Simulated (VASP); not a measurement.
A run of VASP 6.6.1 is set up as follows.

Contents of INCAR:

```
SYSTEM = Rb2BrCl
PREC     = Accurate       ! precision mode
ENCUT    = 520            ! plane-wave cutoff, eV
EDIFF    = 1E-6           ! SCF threshold, eV
ISMEAR   = 0              ! smearing method
SIGMA    = 0.01           ! smearing width, eV
LREAL    = .False.        ! projectors in reciprocal space
LASPH    = .True.         ! aspherical terms in the spheres
NELM     = 100            ! most SCF steps
ALGO     = Normal         ! electronic algorithm
ISIF     = 2              ! what is computed and relaxed
LWAVE    = .False.        ! write WAVECAR
LCHARG   = .True.         ! write CHGCAR
GGA      = PE             ! functional
LELF     = .True.         ! ELF
LVHAR    = .True.       
NBANDS   = 24             ! bands
```

KPOINTS

```
regular mesh
0
Gamma
  6 6 6
  0 0 0
```

The input POSCAR:

```
Rb2BrCl
1.0
    2.3732140471      1.3701757689      7.7680731631
   -2.3732140471      1.3701757689      7.7680731631
    0.0000000000     -2.7403515379      7.7680731631
Cl Br Rb
1 1 2
Direct
    1.0000000000      0.0000000000      0.0000000000
    0.5000000000      0.5000000000      0.5000000000
    0.2537624444      0.2537624444      0.2537624444
    0.7462375556      0.7462375556      0.7462375556
```

Potentials or basis: VASP PAW PBE potentials, release 64 (Cl, Br, Rb_sv).

The run is started by

```sh
$ cat potpaw_PBE.64/Cl/POTCAR potpaw_PBE.64/Br/POTCAR potpaw_PBE.64/Rb_sv/POTCAR > POTCAR
$ mpirun -np 1 vasp_std > vasp.out
```

(1) What does it give for the band gap on the k mesh?

(2) Estimate the largest force.

(3) Estimate the pressure.

Results:

(1) 4.51 eV.

(2) 0.013 eV/Å.

(3) 1.0 GPa.
